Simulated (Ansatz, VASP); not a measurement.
# SnS3 in VASP and in Ansatz

```
Sn S
1.0
    -4.90024    4.90024    2.60102
     4.90024   -4.90024    2.60102
     4.90024    4.90024   -2.60102
Sn S
2 6
Direct
  0.00000 0.00000 0.00000
  0.75000 0.25000 0.50000
  0.50000 0.50000 0.00000
  0.87500 0.62500 0.75000
  0.87500 0.12500 0.25000
  0.87500 0.12500 0.75000
  0.37500 0.12500 0.25000
  0.25000 0.75000 0.50000
```

Alike in both runs: functional PBE; k mesh 8 × 8 × 8; occupations gaussian, width 0.1 eV; no spin polarisation.

Ansatz relaxed the structure, and its values are those at the end. VASP's run is a single point on that final structure, the one shown.

|  | VASP | Ansatz |
| --- | --- | --- |
| version | VASP 6.6.1 | Ansatz 0.2.0 |
| potentials or method | VASP PAW PBE potentials, release 64 (Sn_d, S), cutoff 520 eV | scalar-relativistic, plane waves, PAW |
| valence electrons in the cell | 64 | 64 |

|  | VASP | Ansatz | Ansatz less VASP |
| --- | --- | --- | --- |
| gap on the k mesh at the Fermi level (eV) | none | none | - |
| pressure (GPa) | -0.1 | 0.0 | +0.07 |

A gap of «none» marks a metal or a gap that the smearing closes.
